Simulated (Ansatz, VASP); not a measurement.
Two plane-wave programs on Ti5C

```
Ti C
1.0
     0.00000    3.63126    3.63126
     3.63126    0.00000    3.63126
     3.63126    3.63126    0.00000
Ti C
5 1
Direct
  0.37750 0.86749 0.37750
  0.37750 0.37750 0.37750
  0.86749 0.37750 0.37750
  0.37750 0.37750 0.86749
  0.75000 0.75000 0.75000
  0.00000 0.00000 0.00000
```

Alike in both runs: functional PBE; k mesh 10 × 10 × 10; occupations gaussian, width 0.1 eV; no spin polarisation.

Ansatz relaxed the structure, and its values are those at the end. VASP's run is a single point on that final structure, the one shown.

```csv
,VASP,Ansatz
version,VASP 6.6.1,Ansatz 0.2.0
potentials or method,"VASP PAW PBE potentials, release 64 (Ti_sv, C), cutoff 520 eV","scalar-relativistic, plane waves, PAW"
valence electrons in the cell,64,64
```

VASP gave:

* gap on the k mesh at the Fermi level (eV): none
* pressure (GPa): -0.2
* rms of the force components (eV/Å): 0.006

Problem. What did Ansatz give for the same quantities?

Solution. gap on the k mesh at the Fermi level (eV): none; pressure (GPa): 0.0; rms of the force components (eV/Å): 0.000.

A gap of «none» marks a metal or a gap that the smearing closes.
